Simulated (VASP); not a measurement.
The system is NbN.

```xyz
2
Lattice="0.0000 2.2004 2.2004 2.2004 0.0000 2.2004 2.2004 2.2004 0.0000" Properties=species:S:1:pos:R:3 pbc="T T T"
Nb    2.2004    2.2004    2.2004
N     0.0000    0.0000    0.0000
```

Base run:

* Program: VASP 6.6.1
* Functional: PBE
* Potentials or basis: VASP PAW PBE potentials, release 64 (Nb_sv, N)
* Cutoff: 600 eV
* k mesh: 9 × 9 × 9
* Occupations: fermi-dirac, width 0.1 eV
* Spin: no spin polarisation
* Hubbard terms: Nb d U = 3.0 eV

Its results: band gap on the k mesh zero (bands 9 and 10 overlap by 3.38 eV); pressure 11.0 GPa.

**Question.** The run is repeated on the same cell with these changes: k mesh from 9 × 9 × 9, through Γ to 7 × 7 × 7, shifted; hubbard terms from Nb d U = 3.0 eV to none. What comes out?

**Answer.** Band gap on the k mesh zero (bands 9 and 10 overlap by 3.28 eV); pressure 4.1 GPa.

Several settings changed at once.

Caveats: the cell stands under pressure; U without spin polarisation on a metal has little footing (at least some runs).
